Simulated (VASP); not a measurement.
# C in VASP: further runs, part 2 of 2

VASP 6.6.1. The steps go on from the part before.

**4. Single point, PBE+D3(BJ)**

This run uses another cell than the first one, of 6.12 Å³/atom.

Contents of INCAR:

```
PREC = Accurate
ENCUT = 520
EDIFF = 1E-7
ISMEAR = 0
SIGMA = 0.1
LREAL = False
LASPH = True
NELM = 100
ALGO = Normal
ISIF = 2
LWAVE = False
LCHARG = False
GGA = PE
IVDW = 12
NBANDS = 16
```

Contents of KPOINTS:

```
regular mesh
0
Gamma
  24 24 8
```

Contents of POSCAR:

```
C
1.0
    2.3905236340      0.0000000000      0.0000000000
   -1.1952618170      2.0702541954      0.0000000000
    0.0000000000      0.0000000000      4.9455161026
C
4
Direct
    0.0000000000      0.0000000000      0.7500000000
    0.0000000000      0.0000000000      0.2500000000
    0.3333333333      0.6666666667      0.2500000000
    0.6666666667      0.3333333333      0.7500000000
```

Potentials or basis: VASP PAW PBE potentials, release 64 (C).

Run with:

```sh
$ cat potpaw_PBE.64/C/POTCAR > POTCAR
$ mpirun -np 1 vasp_std > vasp.out
```

OUTCAR:

```text
PREC = Accurate
   ENCUT = 520
   EDIFF = 1E-7
   ISMEAR = 0
   LREAL = False
   LASPH = True
   NELM = 100
   ISIF = 2
   GGA = PE
   IVDW = 12
 IVDW          = 12

 ion  position               nearest neighbor table
   1  0.000  0.000  0.750-   4 1.38   4 1.38   4 1.38
   2  0.000  0.000  0.250-   3 1.38   3 1.38   3 1.38
   3  0.333  0.667  0.250-   2 1.38   2 1.38   2 1.38
   4  0.667  0.333  0.750-   1 1.38   1 1.38   1 1.38

  LATTYP: Found a hexagonal cell.
 ALAT       =     2.3905236340
 C/A-ratio  =     2.0688003382

  Lattice vectors:

 A1 = (   2.3905236340,   0.0000000000,   0.0000000000)
 A2 = (  -1.1952618170,   2.0702541954,   0.0000000000)
 A3 = (   0.0000000000,   0.0000000000,   4.9455161026)

Analysis of symmetry for initial positions (statically):
=====================================================================
 Subroutine PRICEL returns:
 Original cell was already a primitive cell.

 Routine SETGRP: Setting up the symmetry group for a
 hexagonal supercell.

 Subroutine GETGRP returns: Found 24 space group operations
 (whereof 12 operations were pure point group operations)
 out of a pool of 24 trial point group operations.

The static configuration has the point symmetry D_3d.
 The point group associated with its full space group is D_6h.

Analysis of symmetry for dynamics (positions and initial velocities):
=====================================================================
 Subroutine PRICEL returns:
 Original cell was already a primitive cell.

 Routine SETGRP: Setting up the symmetry group for a
 hexagonal supercell.

 Subroutine GETGRP returns: Found 24 space group operations
 (whereof 12 operations were pure point group operations)
 out of a pool of 24 trial point group operations.

The dynamic configuration has the point symmetry D_3d.
 The point group associated with its full space group is D_6h.

 Subroutine INISYM returns: Found 24 space group operations
 (whereof 12 operations are pure point group operations),
[... 122 lines left out ...]
  Fermi-wavevector in a.u.,A,eV,Ry     =   1.420819  2.684958 27.466438  2.018726
  Thomas-Fermi vector in A             =   2.541694
   LORBIT       =      0    0 simple, 1 ext, 2 COOP (PROOUT), +10 PAW based schemes
   GGA     = PE    functional components
   LHFCALC =     F    Hartree Fock is set to
   AEXX    =    0.0000 exact exchange contribution
   IVDW    =    12    specifies the selected vdW correction
   LEPSILON=     F    determine dielectric tensor
   LRPA    =     F    only Hartree local field effects (RPA)
 non-spin polarized calculation
 Gauss-broadening in eV      SIGMA  =   0.10
  energy-cutoff  :      520.00
  volume of cell :       24.48
 maximum number of plane-waves:       686
 NGX is ok and might be reduce to    18
   NGX =  9   NGY =  9   NGZ = 19

 number of electron      16.0000004 magnetization

 Free energy of the ion-electron system (eV)
  ---------------------------------------------------
  ext. energy  EPLUGINS =         0.00000000
  ---------------------------------------------------
  free energy    TOTEN  =       -35.40714232 eV

  energy without entropy =      -35.40656618  energy(sigma->0) =      -35.40685425

 E-fermi :   8.4900     XC(G=0): -12.6303

 val. band max:        8.4748446684   @ k =   0.3333   0.3333   0.5000
 cond. band min:       8.5035590154   @ k =   0.3333   0.3333   0.3750
 fundamental gap:      0.0287143470
 Fermi energy:         8.4899752034

 k-point     1 :       0.0000    0.0000    0.0000
  band No.  band energies     occupation
      1     -12.8140      2.00000
      2     -10.7005      2.00000
      3      -2.6172      2.00000
      4       4.4855      2.00000
      5       5.4600      2.00000
      6       5.4600      2.00000
[... 433 lines left out ...]
      3      -5.2095      2.00000
      4      -4.3575      2.00000
      5       1.4365      2.00000
      6       2.0803      2.00000
[... 8 lines left out ...]
     15      25.9722      0.00000
     16      27.3988      0.00000

 [... further k-points ...]

------------------------ aborting loop because EDIFF is reached ----------------------------------------

 Edisp (eV)   -0.79035

 E8    (eV) :    -0.2284

  FORCE on cell =-STRESS in cart. coord.  units (eV):
  Direction    XX          YY          ZZ          XY          YZ          ZX
  --------------------------------------------------------------------------------------
  -------------------------------------------------------------------------------------
  Total       9.32795     9.32795     9.16357     0.00000     0.00000    -0.00000
  in kB     610.61668   610.61668   599.85576     0.00000     0.00000    -0.00000
  external pressure =      607.03 kB  Pullay stress =        0.00 kB

 VOLUME and BASIS-vectors are now :
 -----------------------------------------------------------------------------
  energy-cutoff  :      520.00
  volume of cell :       24.48
      direct lattice vectors                 reciprocal lattice vectors
     2.390523634  0.000000000  0.000000000     0.418318391  0.241516236  0.000000000
    -1.195261817  2.070254195  0.000000000     0.000000000  0.483032471  0.000000000
     0.000000000  0.000000000  4.945516103     0.000000000  0.000000000  0.202203365

 POSITION                                       TOTAL-FORCE (eV/Angst)
 -----------------------------------------------------------------------------------
      0.00000      0.00000      3.70914        -0.000000      0.000000      0.000000
      0.00000      0.00000      1.23638        -0.000000      0.000000      0.000000
     -0.00000      1.38017      1.23638        -0.000000     -0.000000     -0.000000
      1.19526      0.69008      3.70914         0.000000      0.000000     -0.000000
 -----------------------------------------------------------------------------------
    total drift:                                0.000000     -0.000000      0.000000

  FREE ENERGIE OF THE ION-ELECTRON SYSTEM (eV)
  ---------------------------------------------------
  free  energy   TOTEN  =       -36.1974876286 eV

  energy  without entropy=      -36.1969114926  energy(sigma->0) =      -36.19719956
```

OSZICAR:

```text
N       E                     dE             d eps       ncg     rms          rms(c)
DAV:   1     0.229597841898E+02    0.22960E+02   -0.83549E+03  9792   0.963E+02
DAV:   2    -0.363135212459E+02   -0.59273E+02   -0.54214E+02 13424   0.192E+02
DAV:   3    -0.380701979104E+02   -0.17567E+01   -0.17518E+01 12512   0.287E+01
DAV:   4    -0.380783371920E+02   -0.81393E-02   -0.81368E-02 12432   0.239E+00
DAV:   5    -0.380784067559E+02   -0.69564E-04   -0.69560E-04 12312   0.204E-01    0.100E+01
DAV:   6    -0.360341631921E+02    0.20442E+01   -0.13777E+00 12392   0.778E+00    0.586E+00
DAV:   7    -0.354001303276E+02    0.63403E+00   -0.14452E+00 12904   0.829E+00    0.168E+00
DAV:   8    -0.354069392055E+02   -0.68089E-02   -0.69450E-02 11040   0.157E+00    0.833E-02
DAV:   9    -0.354070512900E+02   -0.11208E-03   -0.32664E-04 13376   0.147E-01    0.487E-02
DAV:  10    -0.354071390471E+02   -0.87757E-04   -0.61732E-05 11680   0.625E-02    0.839E-03
DAV:  11    -0.354071423791E+02   -0.33320E-05   -0.23555E-06 13136   0.133E-02    0.246E-03
DAV:  12    -0.354071423200E+02    0.59071E-07   -0.19828E-07 11240   0.341E-03
   1 F= -.36197488E+02 E0= -.36197200E+02  d E =-.576136E-03
```

stdout:

```text
POSCAR found type information on POSCAR C
 POSCAR found :  1 types and       4 ions
 scaLAPACK will be used
 LDA part: xc-table for (Slater+PW92), standard interpolation
 POSCAR, INCAR and KPOINTS ok, starting setup
 FFT: planning ... GRIDC
 FFT: planning ... GRID_SOFT
 FFT: planning ... GRID
 WAVECAR not read
 entering main loop
```

It took 2.4 min on 1 thread of Intel Xeon 8259CL, shared host; peak memory 0.22 GiB.

What came out:

* Free energy: -36.1975 eV
* Pressure: 60.7 GPa
* Band gap on the k mesh: zero (bands 8 and 9 overlap by 0.49 eV)
* Dispersion energy per atom: -0.198 eV

Stress tensor (GPa, compression positive):
```
61.06  0.00  0.00
 0.00 61.06  0.00
 0.00  0.00 59.99
```

Caveat: the cell stands under pressure.

**5. Single point, PBE+D3(BJ)**

This run uses another cell than the first one, of 7.79 Å³/atom.

Contents of INCAR:

```
SYSTEM = C
PREC     = Accurate       ! precision mode
ENCUT    = 520            ! plane-wave cutoff, eV
EDIFF    = 1E-7           ! SCF threshold, eV
ISMEAR   = 0              ! smearing method
SIGMA    = 0.1            ! smearing width, eV
LREAL    = .False.        ! projectors in reciprocal space
LASPH    = .True.         ! aspherical terms in the spheres
NELM     = 80             ! most SCF steps
ALGO     = Normal         ! electronic algorithm
ISIF     = 2              ! what is computed and relaxed
LWAVE    = .False.        ! write WAVECAR
LCHARG   = .False.        ! write CHGCAR
GGA      = PE             ! functional
IVDW     = 12             ! dispersion correction
NBANDS   = 16             ! bands
```

Contents of KPOINTS:

```
regular mesh
0
Gamma
  18 18 8
  0 0 0
```

Contents of POSCAR:

```
C
1.0
    2.4513936228      0.0000000000      0.0000000000
   -1.2256968114      2.1229691520      0.0000000000
    0.0000000000      0.0000000000      5.9910501048
C
4
Direct
    0.0000000000      0.0000000000      0.7500024317
    0.0000000000      0.0000000000      0.2499975683
    0.3333333333      0.6666666667      0.2499976021
    0.6666666667      0.3333333333      0.7500023979
```

Run with:

```sh
$ cat potpaw_PBE.64/C/POTCAR > POTCAR
$ mpirun -np 1 vasp_std > vasp.out
```

It took 1.8 min on 1 thread of Intel Xeon 8259CL, shared host; peak memory 0.2 GiB.

It converged, with:

- Free energy: -37.3817 eV
- Pressure: 8.5 GPa
- Band gap on the k mesh: zero (bands 8 and 9 overlap by 0.10 eV)
- Dispersion energy per atom: -0.178 eV

Stress tensor (GPa, compression positive):
```
8.82 0.00 0.00
0.00 8.82 0.00
0.00 0.00 7.90
```

Levels at points of the mesh, in eV from the Fermi level:
```tsv
k point	band 6	band 7	band 8	band 9	band 10	band 11
(0.00, 0.00, 0.00)	-2.96	-2.91	-2.91	5.49	8.45	8.45
(0.50, 0.00, 0.00)	-6.30	-3.15	-2.00	1.72	2.64	7.19
(0.00, 0.00, 0.50)	-2.94	-2.94	-2.94	8.51	8.51	8.51
(0.50, 0.00, 0.50)	-6.37	-2.35	-2.35	1.68	1.68	7.60
```

Caveat: the cell stands under pressure.

**6. Overview**

```tsv
cell	k mesh	gap on the mesh (eV)	pressure (GPa)
a = 2.459, b = 2.459, c = 6.343 Å, angles 90.0, 90.0, 120.0°, 4 atoms	18 × 18 × 2	none	3.5
a = 2.442, b = 2.442, c = 5.706 Å, angles 90.0, 90.0, 120.0°, 4 atoms	18 × 18 × 8	none	15.5
a = 2.391, b = 2.391, c = 4.946 Å, angles 90.0, 90.0, 120.0°, 4 atoms	24 × 24 × 8	none	60.7
a = 2.451, b = 2.451, c = 5.991 Å, angles 90.0, 90.0, 120.0°, 4 atoms	18 × 18 × 8	none	8.5
```

Alike in all rows: task single point; level PBE+D3(BJ); potentials or basis VASP PAW PBE potentials, release 64 (C); no spin polarisation; cutoff (eV) 520; smearing gaussian 0.1 eV.

Caveats: some runs use coarse meshes; the cell stands under pressure (at least some runs).

Absolute energies hang on the potentials; compare differences alone.

The gap in the log of VASP goes by the Fermi energy; the results here count the filled bands.